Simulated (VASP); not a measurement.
# TiB2: single point with PBEsol

TiB2:

```
Ti B
1.0
     2.99891    0.00000    0.00000
    -1.49945    2.59713    0.00000
     0.00000    0.00000    3.22840
Ti B
1 2
Cartesian
  0.0000 0.0000 0.0000
  0.0000 1.7314 1.6142
  1.4995 0.8657 1.6142
```

This cell differs from its parent crystal: equal xx and yy strain of -1 %.

| Quantity | Value |
| --- | --- |
| Program | VASP 6.6.1 |
| Task | single point |
| Functional | PBEsol |
| Potentials or basis | VASP PAW PBE potentials, release 64 (Ti_sv, B) |
| Cutoff | 520 eV |
| k mesh | 14 × 14 × 11 |
| Occupations | fermi-dirac, width 0.03 eV |
| Spin | no spin polarisation |
| Dipole correction | no |
| Further INCAR settings | ALGO = Normal; EDIFF = 1e-06; NBANDS = 16 |

```json
{
  "Pressure": "0.8 GPa",
  "Band gap on the k mesh": "zero (bands 9 and 10 overlap by 0.60 eV)"
}
```

Stress tensor (GPa, compression positive):
```
 3.64  0.00  0.00
 0.00  3.64  0.00
 0.00  0.00 -4.80
```

Levels at points of the mesh, in eV from the Fermi level:
```tsv
k point	band 7	band 8	band 9	band 10	band 11	band 12
(0.00, 0.00, 0.00)	-2.60	-2.46	-2.26	1.91	1.91	3.68
(0.50, 0.00, 0.00)	-3.40	-3.29	-2.37	1.32	2.84	3.32
```

It took 73 s on 1 thread of Intel Xeon 8259CL, with other jobs on the host, peak memory 0.18 GiB.

Caveat: the cell differs from its parent crystal (equal xx and yy strain of -1 %); the PAW data sets were made with another functional, which shifts forces and pressure a little.
